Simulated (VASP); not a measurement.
# Se (Fm-3m) in VASP: further runs

Se is run at these levels: BLYP; tasks: single point.

Everything below comes from runs of VASP 6.6.1. Logs are shortened: lines on timing, memory, paths and dates and some standing lists are left out, and cuts for length are marked.

## 1. The cell of the first run

The structure is cubic, space group Fm-3m (No. 225). The conventional cell has a = 4.387 Å, b = 4.387 Å, c = 4.387 Å, α = 90.00°, β = 90.00°, γ = 90.00°. Se (site symmetry m-3m) has 12 Se at 3.10 Å within 4.1 Å.

## 2. Single point, BLYP (volume scaled by 0.92)

The input, INCAR:

```
  PREC = Accurate
  ENCUT = 520
  EDIFF = 1E-7
  ISMEAR = -1
  SIGMA = 0.1
  LREAL = F
  LASPH = T
  NELM = 80
  ALGO = Normal
  ISIF = 2
  LWAVE = F
  LCHARG = F
  GGA = B5
  ALDAX = 1.0
  AGGAX = 1.0
  AGGAC = 1.0
  ALDAC = 0.0
  NBANDS = 9
```

The input, KPOINTS:

```
regular mesh
0
Gamma
  14 14 14
```

The input, POSCAR:

```
Se
1.0
    0.0000000000      2.1933787679      2.1933787679
    2.1933787679      0.0000000000      2.1933787679
    2.1933787679      2.1933787679      0.0000000000
Se
1
Direct
    0.0000000000      0.0000000000      0.0000000000
```

Potentials or basis: VASP PAW PBE potentials, release 64 (Se).

Command:

```console
> cat potpaw_PBE.64/Se/POTCAR > POTCAR
> mpirun -np 1 vasp_std > vasp.out
```

OUTCAR:

```text
PREC = Accurate
   ENCUT = 520
   EDIFF = 1E-7
   ISMEAR = -1
   LREAL = F
   LASPH = T
   NELM = 80
   ISIF = 2
   GGA = B5

 ion  position               nearest neighbor table
   1  0.000  0.000  0.000-

  LATTYP: Found a face centered cubic cell.
 ALAT       =     4.3867575358

  Lattice vectors:

 A1 = (   0.0000000000,   2.1933787679,   2.1933787679)
 A2 = (   2.1933787679,   0.0000000000,   2.1933787679)
 A3 = (   2.1933787679,   2.1933787679,   0.0000000000)

Analysis of symmetry for initial positions (statically):
=====================================================================
 Subroutine PRICEL returns:
 Original cell was already a primitive cell.

 Routine SETGRP: Setting up the symmetry group for a
 face centered cubic supercell.

 Subroutine GETGRP returns: Found 48 space group operations
 (whereof 48 operations were pure point group operations)
 out of a pool of 48 trial point group operations.

The static configuration has the point symmetry O_h .

Analysis of symmetry for dynamics (positions and initial velocities):
=====================================================================
 Subroutine PRICEL returns:
 Original cell was already a primitive cell.

 Routine SETGRP: Setting up the symmetry group for a
 face centered cubic supercell.

 Subroutine GETGRP returns: Found 48 space group operations
 (whereof 48 operations were pure point group operations)
 out of a pool of 48 trial point group operations.

The dynamic configuration has the point symmetry O_h .

 Subroutine INISYM returns: Found 48 space group operations
 (whereof 48 operations are pure point group operations),
 and found     1 'primitive' translations

----------------------------------------------------------------------------------------

                                     Primitive cell

  volume of cell :      21.1043

  direct lattice vectors                    reciprocal lattice vectors
     0.000000000  2.193378768  2.193378768    -0.227958804  0.227958804  0.227958804
     2.193378768  0.000000000  2.193378768     0.227958804 -0.227958804  0.227958804
     2.193378768  2.193378768  0.000000000     0.227958804  0.227958804 -0.227958804

  length of vectors
     3.101906001  3.101906001  3.101906001     0.394836230  0.394836230  0.394836230

  position of ions in fractional coordinates (direct lattice)
     0.000000000  0.000000000  0.000000000

  ion indices of the primitive-cell ions
   primitive index   ion index
                 1           1

----------------------------------------------------------------------------------------

 KPOINTS: regular mesh

Automatic generation of k-mesh.
 Grid dimensions read from file:
 generate k-points for:   14   14   14

 Generating k-lattice:

  Cartesian coordinates                     Fractional coordinates (reciprocal lattice)
    -0.016282772  0.016282772  0.016282772     0.071428571  0.000000000  0.000000000
     0.016282772 -0.016282772  0.016282772     0.000000000  0.071428571  0.000000000
     0.016282772  0.016282772 -0.016282772     0.000000000  0.000000000  0.071428571

  Length of vectors
     0.028202588  0.028202588  0.028202588

  Shift w.r.t. Gamma in fractional coordinates (k-lattice)
     0.000000000  0.000000000  0.000000000

 Subroutine IBZKPT returns following result:
 ===========================================

 Found    104 irreducible k-points:

 Following reciprocal coordinates:
            Coordinates               Weight
  0.000000  0.000000  0.000000      1.000000
  0.071429  0.000000  0.000000      8.000000
  0.142857  0.000000  0.000000      8.000000
  0.214286  0.000000  0.000000      8.000000
  0.285714  0.000000  0.000000      8.000000
  0.357143  0.000000  0.000000      8.000000
[... 16 lines left out ...]
  0.214286  0.142857  0.000000     24.000000
  0.285714  0.142857  0.000000     24.000000
 [... further k-points ...]
   k-points           NKPTS =    104   k-points in BZ     NKDIM =    104   number of bands    NBANDS=      9
   number of dos      NEDOS =    301   number of ions     NIONS =      1
   total plane-waves  NPLWV =  13824
   dimension x,y,z NGX =    24 NGY =   24 NGZ =   24
   dimension x,y,z NGXF=    48 NGYF=   48 NGZF=   48
   ions per type =               1
   NGX,Y,Z   is equivalent  to a cutoff of  12.86, 12.86, 12.86 a.u.
   NGXF,Y,Z  is equivalent  to a cutoff of  25.73, 25.73, 25.73 a.u.
 SYSTEM =  unknown system
   PREC   = accura    normal or accurate (medium, high low for compatibility)
   ISTART =      0    job   : 0-new  1-cont  2-samecut
   ICHARG =      2    charge: 1-file 2-atom 10-const
   ISPIN  =      1    spin polarized calculation?
   LNONCOLLINEAR =      F non collinear calculations
   LSORBIT =      F    spin-orbit coupling
   LASPH  =      T    aspherical Exc in radial PAW
   ENCUT  =  520.0 eV  38.22 Ry    6.18 a.u.   5.77  5.77  5.77*2*pi/ulx,y,z
   NELM   =     80;   NELMIN=  2; NELMDL= -5     # of ELM steps
   EDIFF  = 0.1E-06   stopping-criterion for ELM
   LREAL  =      F    real-space projection
   EDIFFG = 0.1E-05   stopping-criterion for IOM
   NSW    =      0    number of steps for IOM
   IBRION =     -1    ionic relax: 0-MD 1-quasi-New 2-CG
   NFREE  =      0    steps in history (QN), initial steepest desc. (CG)
   ISIF   =      2    stress and relaxation
   ISYM   =      2    0-nonsym 1-usesym 2-fastsym
   POTIM  = 0.5000    time-step for ionic-motion
   TEBEG  =    0.0;   TEEND  =   0.0 temperature during run
   PSTRESS=    0.0 pullay stress
   NELECT =       6.0000    total number of electrons
   NUPDOWN=      -1.0000    fix difference up-down
   EMIN   =  10.00;   EMAX   =-10.00  energy-range for DOS
   EFERMI =   0.00;   METHOD = LEGACY
   ISMEAR =    -1;   SIGMA  =   0.10  broadening in eV -4-tet -1-fermi 0-gaus
   EFERMI_NEDOS =   21; number of points for ismear=-14 and -15
   IALGO  =     38    algorithm
   IMIX   =      4    mixing-type and parameters
     AMIX     =   0.40;   BMIX     =  1.00
     AMIX_MAG =   1.60;   BMIX_MAG =  1.00
  volume/ion in A,a.u.               =      21.10       142.42
  Fermi-wavevector in a.u.,A,eV,Ry     =   1.076469  2.034232 15.766240  1.158786
  Thomas-Fermi vector in A             =   2.212354
   LORBIT       =      0    0 simple, 1 ext, 2 COOP (PROOUT), +10 PAW based schemes
   GGA     = B5    functional components
   LHFCALC =     F    Hartree Fock is set to
   AEXX    =    0.0000 exact exchange contribution
   IVDW    =     0    specifies the selected vdW correction
   LEPSILON=     F    determine dielectric tensor
   LRPA    =     F    only Hartree local field effects (RPA)
 non-spin polarized calculation
  energy-cutoff  :      520.00
  volume of cell :       21.10
 maximum number of plane-waves:       588
   NGX = 11   NGY = 11   NGZ = 11

 number of electron       6.0000000 magnetization

 Free energy of the ion-electron system (eV)
  ---------------------------------------------------
  ext. energy  EPLUGINS =         0.00000000
  ---------------------------------------------------
  free energy    TOTEN  =        -2.09405301 eV

  energy without entropy =       -2.05899056  energy(sigma->0) =       -2.07652179

 E-fermi :   5.3769     XC(G=0):  -9.7599

 val. band max:        5.3684742630   @ k =   0.3571   0.2143   0.0714
 cond. band min:       5.3796137173   @ k =   0.3571   0.2143   0.0000
 fundamental gap:      0.0111394542
 Fermi energy:         5.3769369595

 k-point     1 :       0.0000    0.0000    0.0000
  band No.  band energies     occupation
      1     -10.3057      2.00000
      2       8.1309      0.00000
      3       8.1309      0.00000
      4       8.1309      0.00000
      5      16.4105      0.00000
      6      17.4844      0.00000
      7      17.4844      0.00000
      8      17.4844      0.00000
      9      21.3260      0.00000

 k-point     2 :       0.0714    0.0000    0.0000
  band No.  band energies     occupation
      1     -10.2104      2.00000
      2       7.4777      0.00000
      3       8.0555      0.00000
      4       8.0555      0.00000
      5      16.6205      0.00000
      6      17.3675      0.00000
      7      17.6647      0.00000
      8      17.6647      0.00000
      9      22.2356      0.00000

 k-point     3 :       0.1429    0.0000    0.0000
  band No.  band energies     occupation
      1      -9.9290      2.00000
      2       5.9442      0.00685
      3       7.8579      0.00000
      4       7.8579      0.00000
      5      15.9689      0.00000
      6      18.0546      0.00000
      7      18.0546      0.00000
      8      18.5239      0.00000
      9      21.3914      0.00000

 k-point     4 :       0.2143    0.0000    0.0000
  band No.  band energies     occupation
      1      -9.4757      2.00000
      2       4.1137      1.99999
      3       7.6015      0.00000
      4       7.6015      0.00000
      5      15.2450      0.00000
      6      18.1284      0.00000
      7      18.1284      0.00000
      8      20.0683      0.00000
      9      21.3471      0.00000
[... 205 lines left out ...]
 k-point    22 :       0.1429    0.1429    0.0000
  band No.  band energies     occupation
      1      -9.8027      2.00000
      2       6.3529      0.00012
      3       7.1873      0.00000
      4       7.1873      0.00000
      5      15.3111      0.00000
      6      17.3108      0.00000
      7      19.1434      0.00000
      8      19.1434      0.00000
      9      19.9728      0.00000

 k-point    23 :       0.2143    0.1429    0.0000
  band No.  band energies     occupation
      1      -9.4672      2.00000
      2       5.1219      1.85517
      3       6.8186      0.00000
      4       6.9492      0.00000
      5      14.9111      0.00000
      6      16.6620      0.00000
      7      19.0191      0.00000
      8      19.7539      0.00000
      9      21.4216      0.00000

 k-point    24 :       0.2857    0.1429    0.0000
  band No.  band energies     occupation
      1      -8.9727      2.00000
      2       3.5132      2.00000
      3       6.5237      0.00002
      4       6.6095      0.00001
      5      14.7478      0.00000
      6      16.4138      0.00000
      7      18.7698      0.00000
      8      19.7430      0.00000
      9      23.3459      0.00000

 [... further k-points ...]
[... 5 lines left out ...]
  --------------------------------------------------------------------------------------
  -------------------------------------------------------------------------------------
  Total        0.6940423      0.6940423      0.6940423     -0.0000000      0.0000000      0.0000000
  in kB       52.6896894     52.6896894     52.6896894     -0.0000000      0.0000000      0.0000000
  external PRESSURE =      52.6896894 kB  Pullay stress =       0.0000000 kB

 VOLUME and BASIS-vectors are now :
 -----------------------------------------------------------------------------
  energy-cutoff  :      520.00
  volume of cell :       21.10
      direct lattice vectors                 reciprocal lattice vectors
     0.000000000  2.193378768  2.193378768    -0.227958804  0.227958804  0.227958804
     2.193378768  0.000000000  2.193378768     0.227958804 -0.227958804  0.227958804
     2.193378768  2.193378768  0.000000000     0.227958804  0.227958804 -0.227958804

 POSITION                                       TOTAL-FORCE (eV/Angst)
 -----------------------------------------------------------------------------------
      0.00000      0.00000      0.00000         0.000000     -0.000000     -0.000000
 -----------------------------------------------------------------------------------
    total drift:                                0.000000     -0.000000      0.000000

  FREE ENERGIE OF THE ION-ELECTRON SYSTEM (eV)
  ---------------------------------------------------
  free  energy   TOTEN  =        -2.0940530098 eV

  energy  without entropy=       -2.0589905609  energy(sigma->0) =       -2.07652179
```

Wall time 19 s (1 thread of Intel Xeon Platinum 8259CL at 2.50GHz (Skylake/Cascade Lake), shared host); peak memory 0.14 GiB.

Results:

```
Free energy            : -2.0941 eV
Pressure               : 5.3 GPa
Band gap on the k mesh : zero (band 3 reaches 8.13 eV, above the bottom of band 4 at 3.43 eV)
```

Levels at points of the mesh, in eV from the Fermi level:
```
           k point  band 1  band 2  band 3  band 4  band 5  band 6
(0.00, 0.00, 0.00)  -15.68    2.75    2.75    2.75   11.03   12.11
(0.50, 0.00, 0.00)  -12.77   -6.25    1.59    1.59    8.63   11.28
(0.50, 0.50, 0.00)  -11.65   -5.46   -0.77   -0.77    5.43    6.34
```

Caveat: the cell differs from its parent crystal (volume scaled by 0.92); the PAW data sets were made with another functional, which shifts forces and pressure a little.

## 3. Single point, BLYP (volume scaled by 0.96)

The input, INCAR:

```
PREC = Accurate
ENCUT = 520
EDIFF = 1E-7
ISMEAR = -1
SIGMA = 0.1
LREAL = False
LASPH = True
NELM = 100
ALGO = Normal
ISIF = 2
LWAVE = False
LCHARG = False
GGA = B5
ALDAX = 1.0
AGGAX = 1.0
AGGAC = 1.0
ALDAC = 0.0
NBANDS = 9
```

The input, KPOINTS:

```
Automatic mesh
0
Gamma
  14 14 14
```

The input, POSCAR:

```
Se
1.0
    0.0000000000      2.2247169842      2.2247169842
    2.2247169842      0.0000000000      2.2247169842
    2.2247169842      2.2247169842      0.0000000000
Se
1
Direct
    0.0000000000      0.0000000000      0.0000000000
```

Potentials or basis: VASP PAW PBE potentials, release 64 (Se).

Command:

```console
> cat potpaw_PBE.64/Se/POTCAR > POTCAR
> mpirun -np 1 vasp_std > vasp.out
```

Wall time 17 s (1 thread of Intel Xeon Platinum 8259CL at 2.50GHz (Skylake/Cascade Lake), shared host); peak memory 0.15 GiB.

Results (log left out):

| Property | Result |
| --- | --- |
| Free energy | -2.1158 eV |
| Pressure | 2.4 GPa |
| Band gap on the k mesh | zero (band 3 reaches 7.44 eV, above the bottom of band 4 at 3.08 eV) |

Levels at points of the mesh, in eV from the Fermi level:
```tsv
k point	band 1	band 2	band 3	band 4	band 5	band 6	band 7	band 8
(0.00, 0.00, 0.00)	-15.34	2.56	2.56	2.56	10.53	12.03	12.03	12.03
(0.50, 0.00, 0.00)	-12.64	-5.92	1.48	1.48	8.50	11.24	11.24	14.52
(0.50, 0.50, 0.00)	-11.63	-5.17	-0.73	-0.73	5.52	6.46	21.81	22.29
```

Caveat: the cell differs from its parent crystal (volume scaled by 0.96); the PAW data sets were made with another functional, which shifts forces and pressure a little.

## 4. Single point, BLYP

This run uses another cell than the first one, of 22.94 Å³/atom, 1.087 times its volume.

The input, INCAR:

```
PREC = Accurate
ENCUT = 520
EDIFF = 1E-7
ISMEAR = -1
SIGMA = 0.1
LREAL = F
LASPH = T
NELM = 100
ALGO = Normal
ISIF = 2
LWAVE = F
LCHARG = T
GGA = B5
ALDAX = 1.0
AGGAX = 1.0
AGGAC = 1.0
ALDAC = 0.0
LELF = T
LVHAR = T
NBANDS = 9
```

The input, KPOINTS:

```
regular mesh
0
Gamma
  14 14 14
```

The input, POSCAR:

```
Se
1.0
    0.0000000000      2.2551963469      2.2551963469
    2.2551963469      0.0000000000      2.2551963469
    2.2551963469      2.2551963469      0.0000000000
Se
1
Direct
    0.0000000000      0.0000000000      0.0000000000
```

Command:

```console
> cat potpaw_PBE.64/Se/POTCAR > POTCAR
> mpirun -np 1 vasp_std > vasp.out
```

It took 20 s on 1 thread of Intel Xeon Platinum 8259CL at 2.50GHz (Skylake/Cascade Lake), shared host; peak memory 0.15 GiB.

It converged, with:

```
Free energy            : -2.1230 eV
Pressure               : 0.2 GPa
Band gap on the k mesh : zero (band 3 reaches 6.80 eV, above the bottom of band 4 at 2.75 eV)
```

Levels at points of the mesh, in eV from the Fermi level:
| k point | band 1 | band 2 | band 3 | band 4 | band 5 | band 6 | band 7 |
| --- | --- | --- | --- | --- | --- | --- | --- |
| (0.00, 0.00, 0.00) | -15.02 | 2.39 | 2.39 | 2.39 | 10.08 | 11.96 | 11.96 |
| (0.50, 0.00, 0.00) | -12.53 | -5.61 | 1.37 | 1.37 | 8.38 | 11.20 | 11.20 |
| (0.50, 0.50, 0.00) | -11.60 | -4.91 | -0.70 | -0.70 | 5.61 | 6.57 | 21.40 |

Caveat: the PAW data sets were made with another functional, which shifts forces and pressure a little.

(Part 1 of 2 ends here.)
